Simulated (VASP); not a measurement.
# WS2 (P6_3/mmc) in VASP: single point with PBE+D3(BJ)

Aim: the single point of WS2 with PBE+D3(BJ).

All numbers are computed with VASP 6.6.1; they aren't measurements. Logs are shortened: lines on timing, memory, paths and dates and some standing lists are left out, and cuts for length are marked.

## 1. The cell of the first run

The structure is hexagonal, space group P6_3/mmc (No. 194). Conventional cell: a = 3.180 Å, b = 3.180 Å, c = 12.500 Å, α = 90.00°, β = 90.00°, γ = 120.00°. W (site symmetry -6m2) has 6 S at 2.45 Å and 6 W at 3.18 Å within 3.2 Å. Within 3.2 Å of S (site symmetry 3m) lie 3 W at 2.45 Å and 6 S at 3.18 Å.

## 2. Single point, PBE+D3(BJ)

INCAR reads:

```
SYSTEM = WS2
  ALGO = Normal
  EDIFF = 1E-6
  ENCUT = 520
  GGA = PE
  ISIF = 2
  ISMEAR = 0
  IVDW = 12
  LASPH = .TRUE.
  LCHARG = .FALSE.
  LREAL = .FALSE.
  LWAVE = .FALSE.
  NBANDS = 35
  NELM = 80
  PREC = Accurate
  SIGMA = 0.05
```

KPOINTS reads:

```
k-points
0
G
  12 12 4
  0 0 0
```

POSCAR reads:

```
WS2
1.0
    3.1799996605      0.0000000000      0.0000000000
   -1.5899998303      2.7539604900      0.0000000000
    0.0000000000      0.0000000000     12.5000000000
W S
2 4
Direct
    0.3333333333      0.6666666667      0.2500000000
    0.6666666667      0.3333333333      0.7500000000
    0.3333333333      0.6666666667      0.6200000000
    0.6666666667      0.3333333333      0.1200000000
    0.3333333333      0.6666666667      0.8800000000
    0.6666666667      0.3333333333      0.3800000000
```

Potentials or basis: VASP PAW PBE potentials, release 64 (W_sv, S).

On the command line:

```
$ cat potpaw_PBE.64/W_sv/POTCAR potpaw_PBE.64/S/POTCAR > POTCAR
$ mpirun -np 1 vasp_std > vasp.out
```

OUTCAR:

```text
SYSTEM = WS2
   EDIFF = 1E-6
   ENCUT = 520
   GGA = PE
   ISIF = 2
   ISMEAR = 0
   IVDW = 12
   LASPH = .TRUE.
   LREAL = .FALSE.
   NELM = 80
   PREC = Accurate
 IVDW          = 12

 ion  position               nearest neighbor table
   1  0.333  0.667  0.250-   4 2.45   6 2.45   4 2.45   6 2.45   4 2.45   6 2.45
   2  0.667  0.333  0.750-   3 2.45   5 2.45   3 2.45   5 2.45   3 2.45   5 2.45
   3  0.333  0.667  0.620-   2 2.45   2 2.45   2 2.45
   4  0.667  0.333  0.120-   1 2.45   1 2.45   1 2.45
   5  0.333  0.667  0.880-   2 2.45   2 2.45   2 2.45
   6  0.667  0.333  0.380-   1 2.45   1 2.45   1 2.45

  LATTYP: Found a hexagonal cell.
 ALAT       =     3.1799996605
 C/A-ratio  =     3.9308180297

  Lattice vectors:

 A1 = (   3.1799996605,   0.0000000000,   0.0000000000)
 A2 = (  -1.5899998303,   2.7539604900,   0.0000000000)
 A3 = (   0.0000000000,   0.0000000000,  12.5000000000)

Analysis of symmetry for initial positions (statically):
=====================================================================
 Subroutine PRICEL returns:
 Original cell was already a primitive cell.

 Routine SETGRP: Setting up the symmetry group for a
 hexagonal supercell.

 Subroutine GETGRP returns: Found 24 space group operations
 (whereof 12 operations were pure point group operations)
 out of a pool of 24 trial point group operations.

The static configuration has the point symmetry D_3d.
 The point group associated with its full space group is D_6h.

Analysis of symmetry for dynamics (positions and initial velocities):
=====================================================================
 Subroutine PRICEL returns:
 Original cell was already a primitive cell.

 Routine SETGRP: Setting up the symmetry group for a
 hexagonal supercell.

 Subroutine GETGRP returns: Found 24 space group operations
 (whereof 12 operations were pure point group operations)
 out of a pool of 24 trial point group operations.

The dynamic configuration has the point symmetry D_3d.
 The point group associated with its full space group is D_6h.

 Subroutine INISYM returns: Found 24 space group operations
 (whereof 12 operations are pure point group operations),
 and found     1 'primitive' translations

----------------------------------------------------------------------------------------

[... 101 lines left out ...]
   LREAL  =      F    real-space projection
   EDIFFG = 0.1E-04   stopping-criterion for IOM
   NSW    =      0    number of steps for IOM
   IBRION =     -1    ionic relax: 0-MD 1-quasi-New 2-CG
   NFREE  =      0    steps in history (QN), initial steepest desc. (CG)
   ISIF   =      2    stress and relaxation
   ISYM   =      2    0-nonsym 1-usesym 2-fastsym
   POTIM  = 0.5000    time-step for ionic-motion
   TEBEG  =    0.0;   TEEND  =   0.0 temperature during run
   PSTRESS=    0.0 pullay stress
   NELECT =      52.0000    total number of electrons
   NUPDOWN=      -1.0000    fix difference up-down
   EMIN   =  10.00;   EMAX   =-10.00  energy-range for DOS
   EFERMI =   0.00;   METHOD = LEGACY
   ISMEAR =     0;   SIGMA  =   0.05  broadening in eV -4-tet -1-fermi 0-gaus
   EFERMI_NEDOS =   21; number of points for ismear=-14 and -15
   IALGO  =     38    algorithm
   IMIX   =      4    mixing-type and parameters
     AMIX     =   0.40;   BMIX     =  1.00
     AMIX_MAG =   1.60;   BMIX_MAG =  1.00
  volume/ion in A,a.u.               =      18.24       123.12
  Fermi-wavevector in a.u.,A,eV,Ry     =   1.277353  2.413848 22.199692  1.631631
  Thomas-Fermi vector in A             =   2.409958
   LORBIT       =      0    0 simple, 1 ext, 2 COOP (PROOUT), +10 PAW based schemes
   GGA     = PE    functional components
   LHFCALC =     F    Hartree Fock is set to
   AEXX    =    0.0000 exact exchange contribution
   IVDW    =    12    specifies the selected vdW correction
   LEPSILON=     F    determine dielectric tensor
   LRPA    =     F    only Hartree local field effects (RPA)
 non-spin polarized calculation
 Gauss-broadening in eV      SIGMA  =   0.05
  energy-cutoff  :      520.00
  volume of cell :      109.47
 maximum number of plane-waves:      2976
 NGX is ok and might be reduce to    24
   NGX = 11   NGY = 11   NGZ = 47

 number of electron      52.0000006 magnetization

 Free energy of the ion-electron system (eV)
  ---------------------------------------------------
  ext. energy  EPLUGINS =         0.00000000
  ---------------------------------------------------
  free energy    TOTEN  =       -47.16172628 eV

  energy without entropy =      -47.16172628  energy(sigma->0) =      -47.16172628

 E-fermi :   7.2863     XC(G=0): -10.8542

 val. band max:        6.9582196659   @ k =   0.0000   0.0000   0.0000
 cond. band min:       7.9643765211   @ k =   0.1667   0.1667   0.0000
 fundamental gap:      1.0061568552
 Fermi energy:         7.2863089444

 k-point     1 :       0.0000    0.0000    0.0000
  band No.  band energies     occupation
      1     -67.5694      2.00000
      2     -67.5694      2.00000
      3     -31.7823      2.00000
      4     -31.7823      2.00000
      5     -31.6183      2.00000
      6     -31.6183      2.00000
[... 901 lines left out ...]
     34      10.8828      0.00000
     35      12.7272      0.00000

 [... further k-points ...]

------------------------ aborting loop because EDIFF is reached ----------------------------------------

 Edisp (eV)   -2.48826

 E8    (eV) :    -1.0452

  FORCE on cell =-STRESS in cart. coord.  units (eV):
  Direction    XX          YY          ZZ          XY          YZ          ZX
  --------------------------------------------------------------------------------------
  -------------------------------------------------------------------------------------
  Total      -4.00566    -4.00566    -7.42811     0.00000    -0.00000     0.00000
  in kB     -58.62593   -58.62593  -108.71623     0.00000    -0.00000     0.00000
  external pressure =      -75.32 kB  Pullay stress =        0.00 kB

 VOLUME and BASIS-vectors are now :
 -----------------------------------------------------------------------------
  energy-cutoff  :      520.00
  volume of cell :      109.47
      direct lattice vectors                 reciprocal lattice vectors
     3.179999661  0.000000000  0.000000000     0.314465442  0.181556708  0.000000000
    -1.589999830  2.753960490  0.000000000     0.000000000  0.363113416  0.000000000
     0.000000000  0.000000000 12.500000000     0.000000000  0.000000000  0.080000000

 POSITION                                       TOTAL-FORCE (eV/Angst)
 -----------------------------------------------------------------------------------
     -0.00000      1.83597      3.12500        -0.000000      0.000000      0.000000
      1.59000      0.91799      9.37500         0.000000     -0.000000      0.000000
     -0.00000      1.83597      7.75000         0.000000      0.000000      1.046638
      1.59000      0.91799      1.50000         0.000000     -0.000000      1.046638
     -0.00000      1.83597     11.00000         0.000000      0.000000     -1.046638
      1.59000      0.91799      4.75000        -0.000000     -0.000000     -1.046638
 -----------------------------------------------------------------------------------
    total drift:                               -0.000000      0.000000     -0.000000

  FREE ENERGIE OF THE ION-ELECTRON SYSTEM (eV)
  ---------------------------------------------------
  free  energy   TOTEN  =       -49.6499897202 eV

  energy  without entropy=      -49.6499897202  energy(sigma->0) =      -49.64998972
```

Wall time 2.1 min (1 thread of Intel Xeon Platinum 8375C at 2.90GHz (Ice Lake), shared host); peak memory 0.34 GiB.

Results:

```
Free energy                : -49.6500 eV
Pressure                   : -7.5 GPa
Largest force              : 1.047 eV/Å
Band gap on the k mesh     : 1.01 eV, indirect (least direct gap 1.87 eV)
Dispersion energy per atom : -0.415 eV
```

Forces in eV/Å, atoms in the order of the input:
```
W    0.000  0.000  0.000
W    0.000  0.000  0.000
S    0.000  0.000  1.047
S    0.000  0.000  1.047
S    0.000  0.000 -1.047
S    0.000  0.000 -1.047
```

Levels at points of the mesh, in eV from the valence-band top:
```csv
k point,band 23,band 24,band 25,band 26,band 27,band 28,band 29,band 30
"(0.00, 0.00, 0.00)",-1.79,-1.41,-1.13,0.00,2.32,2.32,2.40,2.40
"(0.50, 0.00, 0.00)",-1.68,-1.50,-1.46,-1.33,2.45,2.49,2.61,2.96
"(0.00, 0.00, 0.50)",-1.82,-1.82,-0.29,-0.29,2.36,2.36,2.36,2.36
"(0.50, 0.00, 0.50)",-1.57,-1.57,-1.40,-1.40,2.47,2.47,2.81,2.81
```

Caveat: spin-orbit coupling is left out, which moves the levels of the heavy elements; forces of over 1 eV/Å act on the atoms, so gaps and moduli don't describe the material at rest.
